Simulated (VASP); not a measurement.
# VClO (Pmmn) in VASP: further runs

The runs below take VClO through single point, with LDA+U.

Everything below comes from runs of VASP 6.6.1. Logs are shortened: lines on timing, memory, paths and dates and some standing lists are left out, and cuts for length are marked.

## (1) The cell of the first run

It takes space group Pmmn (No. 59, orthorhombic). The conventional cell has a = 3.300 Å, b = 3.780 Å, c = 7.910 Å, α = 90.00°, β = 90.00°, γ = 90.00°. V (site symmetry mm2) has 4 O at 1.97 to 2.08 Å and 2 Cl at 2.36 Å within 2.6 Å. Within 3.1 Å of Cl (site symmetry mm2) lie 2 V at 2.36 Å and 1 O at 2.96 Å. Within 2.7 Å of O (site symmetry mm2) lie 4 V at 1.97 to 2.08 Å and 4 O at 2.61 Å.

## (2) Single point, LDA+U, collinear spin, antiferromagnetic start

Input file INCAR:

```
PREC = Accurate
ENCUT = 520
EDIFF = 1E-7
ISMEAR = 0
SIGMA = 0.05
LREAL = False
LASPH = True
NELM = 150
ALGO = Normal
ISIF = 2
LWAVE = False
LCHARG = False
ISPIN = 2
MAGMOM = 2 -2 0 0 0 0
LORBIT = 11
LMAXMIX = 4
LDAU = True
LDAUTYPE = 1
LDAUL = 2 -1 -1
LDAUU = 5 0 0
LDAUJ = 0.7 0 0
LDAUPRINT = 1
GGA = CA
NBANDS = 39
```

Input file KPOINTS:

```
Automatic mesh
0
Gamma
  6 5 3
```

Input file POSCAR:

```
VClO
1.0
    3.2999995500      0.0000000000      0.0000000000
    0.0000000000      3.7799994900      0.0000000000
    0.0000000000      0.0000000000      7.9099989300
V Cl O
2 2 2
Direct
    0.0000000000      0.5000000000      0.1148000000
    0.5000000000      0.0000000000      0.8852000000
    0.5000000000      0.5000000000      0.3279000000
    0.0000000000      0.0000000000      0.6721000000
    0.5000000000      0.5000000000      0.9542000000
    0.0000000000      0.0000000000      0.0458000000
```

Potentials or basis: VASP PAW LDA potentials, release 64 (V_sv, Cl, O).

Command:

```
> cat potpaw_LDA.64/V_sv/POTCAR potpaw_LDA.64/Cl/POTCAR potpaw_LDA.64/O/POTCAR > POTCAR
> mpirun -np 1 vasp_std > vasp.out
```

OUTCAR:

```text
PREC = Accurate
   ENCUT = 520
   EDIFF = 1E-7
   ISMEAR = 0
   LREAL = False
   LASPH = True
   NELM = 150
   ISIF = 2
   ISPIN = 2
   LORBIT = 11
   GGA = CA

 ion  position               nearest neighbor table
   1  0.000  0.500  0.115-   6 1.97   6 1.97   5 2.08   5 2.08   3 2.36   3 2.36
   2  0.500  0.000  0.885-   5 1.97   5 1.97   6 2.08   6 2.08   4 2.36   4 2.36
   3  0.500  0.500  0.328-   1 2.36   1 2.36
   4  0.000  0.000  0.672-   2 2.36   2 2.36
   5  0.500  0.500  0.954-   2 1.97   2 1.97   1 2.08   1 2.08
   6  0.000  0.000  0.046-   1 1.97   1 1.97   2 2.08   2 2.08

  LATTYP: Found a simple orthorhombic cell.
 ALAT       =     3.2999995500
 B/A-ratio  =     1.1454545471
 C/A-ratio  =     2.3969696996

  Lattice vectors:

 A1 = (   3.2999995500,   0.0000000000,   0.0000000000)
 A2 = (   0.0000000000,   3.7799994900,   0.0000000000)
 A3 = (   0.0000000000,   0.0000000000,   7.9099989300)

Analysis of symmetry for initial positions (statically):
=====================================================================
 Subroutine PRICEL returns:
 Original cell was already a primitive cell.

 Routine SETGRP: Setting up the symmetry group for a
 simple orthorhombic supercell.

 Subroutine GETGRP returns: Found  8 space group operations
 (whereof  4 operations were pure point group operations)
 out of a pool of  8 trial point group operations.

The static configuration has the point symmetry C_2v.
 The point group associated with its full space group is D_2h.

Analysis of symmetry for dynamics (positions and initial velocities):
=====================================================================
 Subroutine PRICEL returns:
 Original cell was already a primitive cell.

 Routine SETGRP: Setting up the symmetry group for a
 simple orthorhombic supercell.

 Subroutine GETGRP returns: Found  8 space group operations
 (whereof  4 operations were pure point group operations)
 out of a pool of  8 trial point group operations.

The dynamic configuration has the point symmetry C_2v.
 The point group associated with its full space group is D_2h.

Analysis of structural, dynamic, and magnetic symmetry:
=====================================================================
 Subroutine PRICEL returns:
 Original cell was already a primitive cell.

 Routine SETGRP: Setting up the symmetry group for a
 simple orthorhombic supercell.

 Subroutine GETGRP returns: Found  8 space group operations
 (whereof  4 operations were pure point group operations)
 out of a pool of  8 trial point group operations.

The overall configuration has the point symmetry C_2v.
 The point group associated with its full space group is D_2h.

 Subroutine INISYM returns: Found  8 space group operations
 (whereof  4 operations are pure point group operations),
 and found     1 'primitive' translations

----------------------------------------------------------------------------------------

                                     Primitive cell

  volume of cell :      98.6693

  direct lattice vectors                    reciprocal lattice vectors
     3.299999550  0.000000000  0.000000000     0.303030344  0.000000000  0.000000000
     0.000000000  3.779999490  0.000000000     0.000000000  0.264550300  0.000000000
     0.000000000  0.000000000  7.909998930     0.000000000  0.000000000  0.126422267

  length of vectors
     3.299999550  3.779999490  7.909998930     0.303030344  0.264550300  0.126422267

  position of ions in fractional coordinates (direct lattice)
     0.000000000  0.500000000  0.114800000
     0.500000000  0.000000000  0.885200000
     0.500000000  0.500000000  0.327900000
     0.000000000  0.000000000  0.672100000
     0.500000000  0.500000000  0.954200000
     0.000000000  0.000000000  0.045800000

  ion indices of the primitive-cell ions
   primitive index   ion index
                 1           1
                 2           2
                 3           3
                 4           4
                 5           5
                 6           6

----------------------------------------------------------------------------------------

 KPOINTS: Automatic mesh
[... 105 lines left out ...]
  volume of cell :       98.67
 maximum number of plane-waves:      2680
 NGX is ok and might be reduce to    28
   NGX = 13   NGY = 15   NGZ = 29

 number of electron      51.9999991 magnetization       0.0000000

atom =   1  type =  1  l = 2

 onsite density matrix

spin component  1

  0.9293  0.0000  0.0000  0.0000  0.0000
  0.0000  0.0974  0.0000  0.0000  0.0000
  0.0000  0.0000  0.8871  0.0000 -0.1558
  0.0000  0.0000  0.0000  0.1963  0.0000
  0.0000  0.0000 -0.1558  0.0000  0.2574

spin component  2

  0.0435  0.0000  0.0000  0.0000  0.0000
  0.0000  0.0832  0.0000  0.0000  0.0000
  0.0000  0.0000  0.0669  0.0000  0.0609
  0.0000  0.0000  0.0000  0.1806  0.0000
  0.0000  0.0000  0.0609  0.0000  0.1696

 occupancies and eigenvectors

  o =  0.0386  v =  0.0000  0.0000  0.0000  0.0000  0.0000  0.0000  0.0000 -0.9068  0.0000  0.4216      0.0000  0.0000  0.0000  0.0000  0.0000  0.0000  0.0000  0.0000  0.0000  0.0000
  o =  0.0435  v =  0.0000  0.0000  0.0000  0.0000  0.0000  1.0000  0.0000  0.0000  0.0000  0.0000      0.0000  0.0000  0.0000  0.0000  0.0000  0.0000  0.0000  0.0000  0.0000  0.0000
  o =  0.0832  v =  0.0000  0.0000  0.0000  0.0000  0.0000  0.0000  1.0000  0.0000  0.0000  0.0000      0.0000  0.0000  0.0000  0.0000  0.0000  0.0000  0.0000  0.0000  0.0000  0.0000
  o =  0.0974  v =  0.0000  1.0000  0.0000  0.0000  0.0000  0.0000  0.0000  0.0000  0.0000  0.0000      0.0000  0.0000  0.0000  0.0000  0.0000  0.0000  0.0000  0.0000  0.0000  0.0000
  o =  0.1806  v =  0.0000  0.0000  0.0000  0.0000  0.0000  0.0000  0.0000  0.0000 -1.0000  0.0000      0.0000  0.0000  0.0000  0.0000  0.0000  0.0000  0.0000  0.0000  0.0000  0.0000
  o =  0.1963  v =  0.0000  0.0000  0.0000  1.0000  0.0000  0.0000  0.0000  0.0000  0.0000  0.0000      0.0000  0.0000  0.0000  0.0000  0.0000  0.0000  0.0000  0.0000  0.0000  0.0000
  o =  0.1979  v =  0.0000  0.0000  0.0000  0.0000  0.0000  0.0000  0.0000 -0.4216  0.0000 -0.9068      0.0000  0.0000  0.0000  0.0000  0.0000  0.0000  0.0000  0.0000  0.0000  0.0000
  o =  0.2210  v =  0.0000  0.0000 -0.2277  0.0000 -0.9737  0.0000  0.0000  0.0000  0.0000  0.0000      0.0000  0.0000  0.0000  0.0000  0.0000  0.0000  0.0000  0.0000  0.0000  0.0000
  o =  0.9235  v =  0.0000  0.0000 -0.9737  0.0000  0.2277  0.0000  0.0000  0.0000  0.0000  0.0000      0.0000  0.0000  0.0000  0.0000  0.0000  0.0000  0.0000  0.0000  0.0000  0.0000
  o =  0.9293  v =  1.0000  0.0000  0.0000  0.0000  0.0000  0.0000  0.0000  0.0000  0.0000  0.0000      0.0000  0.0000  0.0000  0.0000  0.0000  0.0000  0.0000  0.0000  0.0000  0.0000

atom =   2  type =  1  l = 2

 onsite density matrix

spin component  1

  0.0435  0.0000  0.0000  0.0000  0.0000
  0.0000  0.0832  0.0000  0.0000  0.0000
  0.0000  0.0000  0.0669  0.0000  0.0609
  0.0000  0.0000  0.0000  0.1806  0.0000
  0.0000  0.0000  0.0609  0.0000  0.1696

spin component  2

  0.9293  0.0000  0.0000  0.0000  0.0000
  0.0000  0.0974  0.0000  0.0000  0.0000
  0.0000  0.0000  0.8871  0.0000 -0.1558
  0.0000  0.0000  0.0000  0.1963  0.0000
  0.0000  0.0000 -0.1558  0.0000  0.2574

 occupancies and eigenvectors

  o =  0.0386  v =  0.0000  0.0000 -0.9068  0.0000  0.4216  0.0000  0.0000  0.0000  0.0000  0.0000      0.0000  0.0000  0.0000  0.0000  0.0000  0.0000  0.0000  0.0000  0.0000  0.0000
  o =  0.0435  v =  1.0000  0.0000  0.0000  0.0000  0.0000  0.0000  0.0000  0.0000  0.0000  0.0000      0.0000  0.0000  0.0000  0.0000  0.0000  0.0000  0.0000  0.0000  0.0000  0.0000
  o =  0.0832  v =  0.0000  1.0000  0.0000  0.0000  0.0000  0.0000  0.0000  0.0000  0.0000  0.0000      0.0000  0.0000  0.0000  0.0000  0.0000  0.0000  0.0000  0.0000  0.0000  0.0000
  o =  0.0974  v =  0.0000  0.0000  0.0000  0.0000  0.0000  0.0000  1.0000  0.0000  0.0000  0.0000      0.0000  0.0000  0.0000  0.0000  0.0000  0.0000  0.0000  0.0000  0.0000  0.0000
  o =  0.1806  v =  0.0000  0.0000  0.0000 -1.0000  0.0000  0.0000  0.0000  0.0000  0.0000  0.0000      0.0000  0.0000  0.0000  0.0000  0.0000  0.0000  0.0000  0.0000  0.0000  0.0000
  o =  0.1963  v =  0.0000  0.0000  0.0000  0.0000  0.0000  0.0000  0.0000  0.0000  1.0000  0.0000      0.0000  0.0000  0.0000  0.0000  0.0000  0.0000  0.0000  0.0000  0.0000  0.0000
  o =  0.1979  v =  0.0000  0.0000 -0.4216  0.0000 -0.9068  0.0000  0.0000  0.0000  0.0000  0.0000      0.0000  0.0000  0.0000  0.0000  0.0000  0.0000  0.0000  0.0000  0.0000  0.0000
  o =  0.2210  v =  0.0000  0.0000  0.0000  0.0000  0.0000  0.0000  0.0000 -0.2277  0.0000 -0.9737      0.0000  0.0000  0.0000  0.0000  0.0000  0.0000  0.0000  0.0000  0.0000  0.0000
  o =  0.9235  v =  0.0000  0.0000  0.0000  0.0000  0.0000  0.0000  0.0000 -0.9737  0.0000  0.2277      0.0000  0.0000  0.0000  0.0000  0.0000  0.0000  0.0000  0.0000  0.0000  0.0000
  o =  0.9293  v =  0.0000  0.0000  0.0000  0.0000  0.0000  1.0000  0.0000  0.0000  0.0000  0.0000      0.0000  0.0000  0.0000  0.0000  0.0000  0.0000  0.0000  0.0000  0.0000  0.0000

 number of electron      51.9999991 magnetization      -0.0000000

 Free energy of the ion-electron system (eV)
  ---------------------------------------------------
  ext. energy  EPLUGINS =         0.00000000
  ---------------------------------------------------
  free energy    TOTEN  =       -41.47711689 eV

  energy without entropy =      -41.47711689  energy(sigma->0) =      -41.47711689

 E-fermi :   3.1761     XC(G=0): -10.2486

 val. band max:        2.9273966583   @ k =   0.5000   0.4000   0.0000
 cond. band min:       5.0685523992   @ k =   0.5000   0.4000   0.3333
 fundamental gap:      2.1411557409
 Fermi energy:         3.1760626987

 spin component 1

 k-point     1 :       0.0000    0.0000    0.0000
  band No.  band energies     occupation
      1     -61.0477      1.00000
      2     -59.3053      1.00000
      3     -35.4076      1.00000
      4     -35.3981      1.00000
      5     -35.0650      1.00000
      6     -33.8801      1.00000
[... 973 lines left out ...]
     37      12.0054      0.00000
     38      12.0642      0.00000
 Fermi energy:         3.1760626987

 spin component 2

 k-point     1 :       0.0000    0.0000    0.0000
  band No.  band energies     occupation
      1     -61.0477      1.00000
      2     -59.3053      1.00000
      3     -35.4076      1.00000
      4     -35.3981      1.00000
      5     -35.0650      1.00000
      6     -33.8801      1.00000
[... 973 lines left out ...]
     37      12.0054      0.00000
     38      12.0642      0.00000
 [bands above 38 left out]

------------------------ aborting loop because EDIFF is reached ----------------------------------------

  FORCE on cell =-STRESS in cart. coord.  units (eV):
  Direction    XX          YY          ZZ          XY          YZ          ZX
  --------------------------------------------------------------------------------------
  -------------------------------------------------------------------------------------
  Total        0.6114625      0.7520793      0.1597783      0.0000000      0.0000000      0.0000000
  in kB        9.9288362     12.2121512      2.5944564      0.0000000      0.0000000      0.0000000
  external PRESSURE =       8.2451479 kB  Pullay stress =       0.0000000 kB

 VOLUME and BASIS-vectors are now :
 -----------------------------------------------------------------------------
  energy-cutoff  :      520.00
  volume of cell :       98.67
      direct lattice vectors                 reciprocal lattice vectors
     3.299999550  0.000000000  0.000000000     0.303030344  0.000000000  0.000000000
     0.000000000  3.779999490  0.000000000     0.000000000  0.264550300  0.000000000
     0.000000000  0.000000000  7.909998930     0.000000000  0.000000000  0.126422267

 POSITION                                       TOTAL-FORCE (eV/Angst)
 -----------------------------------------------------------------------------------
      0.00000      1.89000      0.90807         0.000000      0.000000     -0.097644
      1.65000      0.00000      7.00193         0.000000      0.000000      0.097644
      1.65000      1.89000      2.59369         0.000000      0.000000      0.178700
      0.00000      0.00000      5.31631         0.000000      0.000000     -0.178700
      1.65000      1.89000      7.54772         0.000000      0.000000      0.144042
      0.00000      0.00000      0.36228         0.000000      0.000000     -0.144042
 -----------------------------------------------------------------------------------
    total drift:                                0.000000      0.000000      0.000000

  FREE ENERGIE OF THE ION-ELECTRON SYSTEM (eV)
  ---------------------------------------------------
  free  energy   TOTEN  =       -41.4771168889 eV

  energy  without entropy=      -41.4771168889  energy(sigma->0) =      -41.47711689

 total charge

# of ion       s       p       d       tot
------------------------------------------
    1        2.237   6.231   2.884  11.353
    2        2.237   6.231   2.884  11.353
    3        1.597   3.537   0.000   5.134
    4        1.597   3.537   0.000   5.134
    5        1.546   3.522   0.000   5.067
    6        1.546   3.522   0.000   5.067
--------------------------------------------------
tot         10.760  26.579   5.769  43.108

 magnetization (x)

# of ion       s       p       d       tot
------------------------------------------
    1        0.009   0.010   1.818   1.838
    2       -0.009  -0.010  -1.818  -1.838
    3        0.000   0.000   0.000   0.000
    4       -0.000  -0.000   0.000  -0.000
    5        0.001   0.006   0.000   0.007
    6       -0.001  -0.006   0.000  -0.007
--------------------------------------------------
tot          0.000   0.000  -0.000  -0.000
```

Run time: 2.9 min. Hardware: 1 thread of Intel Xeon Platinum 8375C at 2.90GHz (Ice Lake), shared host; peak memory 0.27 GiB.

What came out:

- Free energy: -41.4771 eV
- Pressure: 0.8 GPa
- Largest force: 0.179 eV/Å
- Band gap on the k mesh: 2.14 eV
- Net moment: 0.00 μB per cell
- Site moments: V +1.84, -1.84; Cl +0.00, -0.00; O +0.01, -0.01 μB
- Valence electrons inside the program's atomic spheres: V 11.35; Cl 5.13; O 5.07

Forces on the atoms (eV/Å):
```
V    0.000  0.000 -0.098
V    0.000  0.000  0.098
Cl   0.000  0.000  0.179
Cl   0.000  0.000 -0.179
O    0.000  0.000  0.144
O    0.000  0.000 -0.144
```

Stress tensor (GPa, compression positive):
```
0.99 0.00 0.00
0.00 1.22 0.00
0.00 0.00 0.26
```

Levels at points of the mesh, in eV from the valence-band top:
Spin up:
| k point | band 23 | band 24 | band 25 | band 26 | band 27 | band 28 | band 29 | band 30 |
| --- | --- | --- | --- | --- | --- | --- | --- | --- |
| (0.00, 0.00, 0.00) | -1.64 | -1.54 | -1.17 | -0.78 | 3.27 | 3.59 | 4.06 | 4.17 |
| (0.50, 0.00, 0.00) | -1.83 | -1.29 | -0.43 | -0.22 | 2.79 | 3.53 | 3.77 | 4.26 |
Spin down:
```tsv
k point	band 22	band 23	band 24	band 25	band 26	band 27	band 28	band 29	band 30	band 31
(0.00, 0.00, 0.00)	-1.82	-1.64	-1.54	-1.17	-0.78	3.27	3.59	4.06	4.17	4.38
(0.50, 0.00, 0.00)	-2.29	-1.83	-1.29	-0.43	-0.22	2.79	3.53	3.77	4.26	4.43
```

Eigenvalues of the final occupation matrices:
```csv
site,spin,trace,eigenvalues
site 1 d,1,2.37,0.10 0.20 0.22 0.92 0.93
site 1 d,2,0.54,0.04 0.04 0.08 0.18 0.20
site 2 d,1,0.54,0.04 0.04 0.08 0.18 0.20
site 2 d,2,2.37,0.10 0.20 0.22 0.92 0.93
```

Caveat: an odd mesh through Γ misses points on the zone boundary, where band edges can lie.

(Continued in part 2 of 2.)
